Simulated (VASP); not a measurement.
Here is a VASP 6.6.1 calculation.

File INCAR:

```
SYSTEM = B
ALGO = Normal ; EDIFF = 1E-6
ENCUT = 520 ; GGA = PS
ISIF = 2 ; ISMEAR = 0
LASPH = .TRUE. ; LCHARG = .FALSE.
LREAL = .FALSE. ; LWAVE = .FALSE.
NBANDS = 8 ; NELM = 60
PREC = Accurate ; SIGMA = 0.15
```

File KPOINTS:

```
k-points
0
G
  33 33 14
  0 0 0
```

POSCAR

```
B
1.0
    1.7024335758      0.0000000000      0.0000000000
   -0.8512167879      1.4743507249      0.0000000000
    0.0000000000      0.0000000000      3.5808915072
B
1
Direct
    0.0000000000      0.0000000000      0.0000000000
```

Potentials or basis: VASP PAW PBE potentials, release 64 (B).

Command:

```sh
$ cat potpaw_PBE.64/B/POTCAR > POTCAR
$ mpirun -np 1 vasp_std > vasp.out
```

Question: Predict the pressure.

Answer: 1.8 GPa.

Stress tensor (GPa, compression positive):
```
 2.92  0.00  0.00
 0.00  2.92  0.00
 0.00  0.00 -0.29
```

Caveat: the cell differs from its parent crystal (strain +0.000 along x and y, -0.015 along z); the PAW data sets were made with another functional, which shifts forces and pressure a little.
